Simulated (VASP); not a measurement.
SrO: single point with HSE06

SrO:

```
CELL_PARAMETERS angstrom
0.00000 2.56630 2.56630
2.56630 0.00000 2.56630
2.56630 2.56630 0.00000
ATOMIC_POSITIONS crystal
Sr 0.50000 0.50000 0.50000
O 0.00000 0.00000 0.00000
```

```yaml
Program: VASP 6.6.1
Task: single point
Functional: HSE06
Potentials_or_basis: VASP PAW PBE potentials, release 64 (Sr_sv, O)
Cutoff: 520 eV
k_mesh: 5 × 5 × 5
Occupations: fermi-dirac, width 0.05 eV
Spin: no spin polarisation
```

```json
{
 "Pressure": "1.7 GPa",
 "Band gap on the k mesh": "4.94 eV, indirect (least direct gap 5.06 eV)"
}
```

Levels at points of the mesh, in eV from the valence-band top:
```tsv
k point	band 5	band 6	band 7	band 8	band 9	band 10	band 11	band 12
(0.00, 0.00, 0.00)	-14.65	0.00	0.00	0.00	5.51	7.89	7.89	7.89
```

Wall time 5.8 min on 1 thread of Intel(R) Xeon(R) 6975P-C (Granite Rapids) (shared host), peak memory 0.27 GiB.

Caveat: the k points lie up to 0.42 Å⁻¹ apart; the PAW data sets were made with another functional, which shifts forces and pressure a little. A k mesh can miss the band edges.
